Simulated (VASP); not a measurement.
Set up this calculation in VASP 6.6.1, as the native input.

| Quantity | Value |
| --- | --- |
| Task | single point |
| Functional | PBE-based screened hybrid with 25 % exact exchange |
| Potentials or basis | VASP PAW PBE potentials, release 64 (P, B) |
| Cutoff | 520 eV |
| k mesh | 5 × 5 × 5 |
| Occupations | fermi-dirac, width 0.05 eV |
| Spin | no spin polarisation |
| Dipole correction | no |
| Grid for exact exchange (PRECFOCK) | Normal |
| Share of exact exchange | 0.25 |
| Further INCAR settings | ALGO = Normal; EDIFF = 1e-07; NBANDS = 11 |
| Screening parameter | 0.3 1/Å |

The system is BP.

```
CELL_PARAMETERS angstrom
0.00000 2.23833 2.23833
2.23833 0.00000 2.23833
2.23833 2.23833 0.00000
ATOMIC_POSITIONS crystal
P 0.75000 0.75000 0.75000
B 0.00000 0.00000 0.00000
```

One way to write it, as run:

POSCAR

```
BP
1.0
    0.0000000000      2.2383340787      2.2383340787
    2.2383340787      0.0000000000      2.2383340787
    2.2383340787      2.2383340787      0.0000000000
P B
1 1
Direct
    0.7500000000      0.7500000000      0.7500000000
    0.0000000000      0.0000000000      0.0000000000
```

INCAR.step1

```
SYSTEM = BP
PREC = Accurate
ENCUT = 520
EDIFF = 1E-5
ISMEAR = -1
SIGMA = 0.05
LREAL = .FALSE.
LASPH = .TRUE.
NELM = 80
ALGO = Normal
ISIF = 2
LWAVE = .TRUE.
LCHARG = .FALSE.
GGA = PE
NBANDS = 11
```

INCAR.step2

```
SYSTEM = BP
PREC = Accurate
ENCUT = 520
EDIFF = 1E-7
ISMEAR = -1
SIGMA = 0.05
LREAL = .FALSE.
LASPH = .TRUE.
NELM = 80
ALGO = Normal
ISIF = 2
LWAVE = .FALSE.
LCHARG = .FALSE.
GGA = PE
LHFCALC = .TRUE.
AEXX = 0.25
HFSCREEN = 0.3
PRECFOCK = Normal
ISTART = 1
NBANDS = 11
```

KPOINTS

```
Automatic mesh
0
G
  5 5 5
  0 0 0
```

Potentials or basis: VASP PAW PBE potentials, release 64 (P, B).

Command:

```sh
$ cat potpaw_PBE.64/P/POTCAR potpaw_PBE.64/B/POTCAR > POTCAR
$ cp INCAR.step1 INCAR
$ mpirun -np 1 vasp_std > vasp.out
$ cp INCAR.step2 INCAR
$ mpirun -np 1 vasp_std > vasp.out
```

Results of the run:

The pressure is 5.9 GPa and the band gap on the k mesh is 1.74 eV (least direct gap 4.22 eV).

Caveat: the k points lie up to 0.49 Å⁻¹ apart; the PAW data sets were made with another functional, which shifts forces and pressure a little; an odd mesh through Γ misses points on the zone boundary, where band edges can lie.

Wall time 2.4 min on 1 thread of Intel(R) Xeon(R) Platinum 8488C (Sapphire Rapids) (shared host), peak memory 0.23 GiB.
